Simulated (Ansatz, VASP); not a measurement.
One calculation of AlNi, two programs

```
Al Ni
1.0
     1.92002   -1.94256   -0.00378
     1.95123    1.97354    0.02550
     0.01736    0.02323    3.17529
Al Ni
1 1
Direct
  0.99577 0.02035 0.99188
  0.50005 0.49469 0.49629
```

Change from the starting cell: kmesh displaced: [8, 8, 6] Gamma-centred.

Alike in both runs: task single point; functional PBEsol; k mesh 8 × 8 × 6; occupations gaussian, width 0.1 eV; no spin polarisation.

|  | VASP | Ansatz |
| --- | --- | --- |
| version | VASP 6.6.1 | Ansatz 0.2.0 |
| potentials or method | VASP PAW PBE potentials, release 64 (Al, Ni), cutoff 520 eV | scalar-relativistic, plane waves, PAW |
| valence electrons in the cell | 13 | 21 |

|  | VASP | Ansatz | Ansatz less VASP |
| --- | --- | --- | --- |
| gap on the k mesh at the Fermi level (eV) | none | none | - |
| pressure (GPa) | -3.0 | -3.2 | -0.27 |
| traceless stress, the component that is largest in VASP (GPa) | -3.62 | -3.48 | +0.143 |
| rms of the force components (eV/Å) | 0.224 | 0.222 | -0.0014 |

VASP's potentials were made for PBE, not for PBEsol. Atom by atom the forces differ by 0.001 eV/Å (rms over components). A gap of «none» marks a metal or a gap that the smearing closes. VASP's potentials hold 13 valence electrons a cell and Ansatz's 21, so a difference there can come from the potentials and not from the codes.
